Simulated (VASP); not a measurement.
Write the native input for VASP 6.6.1 that does the following.

* Task: single point
* Functional: r2SCAN
* Potentials or basis: VASP PAW PBE potentials, release 64 (B, As)
* Cutoff: 550 eV
* k mesh: 10 × 10 × 10
* Occupations: gaussian, width 0.02 eV
* Spin: no spin polarisation
* Dipole correction: no
* Further INCAR settings: ALGO = Normal; EDIFF = 1e-06; NBANDS = 11

Crystal: BAs.

```
B As
1.0
     0.00000    2.40469    2.40469
     2.40469    0.00000    2.40469
     2.40469    2.40469    0.00000
B As
1 1
Direct
  0.25000 0.25000 0.25000
  0.50000 0.50000 0.50000
```

These files were run (other wordings do the same):

POSCAR

```
BAs
1.0
    0.0000000000      2.4046893507      2.4046893507
    2.4046893507      0.0000000000      2.4046893507
    2.4046893507      2.4046893507      0.0000000000
B As
1 1
Direct
    0.2500000000      0.2500000000      0.2500000000
    0.5000000000      0.5000000000      0.5000000000
```

INCAR.step1

```
SYSTEM = BAs
PREC = Accurate
ENCUT = 550
ISMEAR = 0
SIGMA = 0.02
LREAL = .FALSE.
LASPH = .TRUE.
NELM = 120
NBANDS = 11
GGA = PE
ALGO = Normal
EDIFF = 1E-5
LWAVE = .TRUE.
LCHARG = .FALSE.
GGA_COMPAT = .FALSE.
```

INCAR.step2

```
SYSTEM = BAs
PREC = Accurate
ENCUT = 550
EDIFF = 1E-6
ISMEAR = 0
SIGMA = 0.02
LREAL = .FALSE.
LASPH = .TRUE.
NELM = 120
ALGO = Normal
ISIF = 2
LWAVE = .FALSE.
LCHARG = .FALSE.
METAGGA = R2SCAN
LMIXTAU = .TRUE.
NBANDS = 11
ISTART = 1
GGA_COMPAT = .FALSE.
```

KPOINTS

```
regular mesh
0
G
  10 10 10
  0 0 0
```

Potentials or basis: VASP PAW PBE potentials, release 64 (B, As).

Launch:

```console
$ cat potpaw_PBE.64/B/POTCAR potpaw_PBE.64/As/POTCAR > POTCAR
$ cp INCAR.step1 INCAR
$ mpirun -np 1 vasp_std > vasp.out
$ cp INCAR.step2 INCAR
$ mpirun -np 1 vasp_std > vasp.out
```

Results of the run:

```json
{
 "Pressure": "-2.0 GPa",
 "Band gap on the k mesh": "1.39 eV (least direct gap 3.42 eV)"
}
```

Caveat: the PAW data sets were made with another functional, which shifts forces and pressure a little.

It took 86 s on 1 thread of Intel(R) Xeon(R) Platinum 8259CL CPU @ 2.50GHz (Skylake/Cascade Lake), on a shared host, peak memory 0.17 GiB.
